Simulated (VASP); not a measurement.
## MgS: relaxation of the atoms with PBEsol

MgS:

```xyz
4
Lattice="4.0346 0.0000 0.0000 -2.0173 3.4941 0.0000 0.0000 0.0000 6.4323" Properties=species:S:1:pos:R:3 pbc="T T T"
S     2.0173    1.1647    5.6556
S     0.0000    2.3294    2.4394
Mg    0.0000    2.3294    6.4050
Mg    2.0173    1.1647    3.1888
```

* Program: VASP 6.6.1
* Task: relaxation of the atoms
* Functional: PBEsol
* Potentials or basis: VASP PAW PBE potentials, release 64 (S, Mg)
* Cutoff: 520 eV
* k mesh: 6 × 6 × 4
* Occupations: fermi-dirac, width 0.05 eV
* Spin: no spin polarisation
* Dipole correction: no
* Further INCAR settings: ALGO = Normal; EDIFF = 1e-07; IBRION = 2; EDIFFG = -0.01; NSW = 60

```json
{
  "Energy gained by relaxing": "0.1 meV/atom",
  "Ionic steps": "3",
  "Pressure after relaxing": "-0.4 GPa",
  "Largest force after relaxing": "0.004 eV/Å",
  "Band gap on the k mesh": "3.28 eV"
}
```

Forces in eV/Å, atoms in the order of the input:
```
S    0.000  0.000  0.004
S    0.000  0.000  0.004
Mg   0.000  0.000 -0.004
Mg   0.000  0.000 -0.004
```

Step by step:
| step | energy change (eV) | largest force (eV/Å) | pressure (GPa) |
| --- | --- | --- | --- |
| 1 | 0.0000 | 0.0448 | -0.40 |
| 2 | -0.0003 | 0.0236 | -0.40 |
| 3 | -0.0004 | 0.0036 | -0.40 |

Final structure:
```cif
data_structure
_symmetry_space_group_name_H-M 'P 1'
_symmetry_Int_Tables_number 1
_cell_length_a 4.0346
_cell_length_b 4.0346
_cell_length_c 6.4323
_cell_angle_alpha 90.000
_cell_angle_beta 90.000
_cell_angle_gamma 120.000
_cell_volume 90.68
loop_
_atom_site_label
_atom_site_type_symbol
_atom_site_fract_x
_atom_site_fract_y
_atom_site_fract_z
_atom_site_occupancy
S1 S 0.66667 0.33333 0.87848 1
S2 S 0.33333 0.66667 0.37848 1
Mg1 Mg 0.33333 0.66667 0.99652 1
Mg2 Mg 0.66667 0.33333 0.49652 1
```

Levels at points of the mesh, in eV from the valence-band top:
| k point | band 4 | band 5 | band 6 | band 7 | band 8 | band 9 | band 10 | band 11 | band 12 |
| --- | --- | --- | --- | --- | --- | --- | --- | --- | --- |
| (0.00, 0.00, 0.00) | -0.57 | -0.57 | -0.14 | -0.14 | 0.00 | 3.28 | 4.57 | 7.40 | 7.40 |
| (0.50, 0.00, 0.00) | -2.46 | -1.91 | -1.25 | -0.95 | -0.46 | 4.60 | 5.07 | 5.69 | 7.39 |
| (0.00, 0.00, 0.50) | -1.95 | -0.36 | -0.36 | -0.36 | -0.36 | 4.79 | 4.79 | 7.50 | 7.50 |
| (0.50, 0.00, 0.50) | -3.15 | -0.89 | -0.89 | -0.81 | -0.81 | 4.50 | 4.50 | 6.20 | 6.20 |

Wall time 30 s on 1 thread of Intel(R) Xeon(R) Platinum 8488C (Sapphire Rapids), with other jobs on the host, peak memory 0.2 GiB.

Caveat: the PAW data sets were made with another functional, which shifts forces and pressure a little.
